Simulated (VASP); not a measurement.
Write the native input for VASP 6.6.1 that does the following.

* Task: relaxation of cell and atoms
* Functional: PBEsol
* Potentials or basis: VASP PAW PBE potentials, release 64 (Na_pv, I)
* Cutoff: 600 eV
* k mesh: 6 × 6 × 6
* Occupations: gaussian, width 0.02 eV
* Spin: no spin polarisation
* Dipole correction: no
* Further INCAR settings: ALGO = Normal; EDIFF = 1e-07; IBRION = 2; EDIFFG = -0.005; NSW = 100; ISIF = 3

The structure of NaI lies in POSCAR:

```
NaI
1.0
    0.0000000000      3.2364000000      3.2364000000
    3.2364000000      0.0000000000      3.2364000000
    3.2364000000      3.2364000000      0.0000000000
Na I
1 1
Direct
    0.0000000000      0.0000000000      0.0000000000
    0.5000000000      0.5000000000      0.5000000000
```

These files were run (other wordings do the same):

INCAR

```
PREC = Accurate
ENCUT = 600
EDIFF = 1E-7
ISMEAR = 0
SIGMA = 0.02
LREAL = False
LASPH = True
NELM = 100
ALGO = Normal
ISIF = 3
LWAVE = False
LCHARG = False
GGA = PS
IBRION = 2
NSW = 100
EDIFFG = -0.005
```

KPOINTS

```
Automatic mesh
0
Gamma
  6 6 6
```

Potentials or basis: VASP PAW PBE potentials, release 64 (Na_pv, I).

The run is started by

```bash
$ cat potpaw_PBE.64/Na_pv/POTCAR potpaw_PBE.64/I/POTCAR > POTCAR
$ mpirun -np 1 vasp_std > vasp.out
```

Results of the run:

- Relaxed volume: 32.84 Å³/atom
- Relaxed cell: a = 4.529 Å, b = 4.529 Å, c = 4.529 Å, α = 60.00°, β = 60.00°, γ = 60.00°
- Space group after relaxing (to 0.05 Å): Fm-3m (No. 225)
- Energy gained by relaxing: 1.6 meV/atom
- Ionic steps: 3
- Pressure after relaxing: 0.0 GPa
- Band gap on the k mesh: 3.59 eV, direct

Caveat: the PAW data sets were made with another functional, which shifts forces and pressure a little; spin-orbit coupling is left out, which moves the levels of the heavy elements.

Run time: 29 s on 1 thread of Intel(R) Xeon(R) Platinum 8559C (Emerald Rapids), with other jobs on the host, peak memory 0.24 GiB.
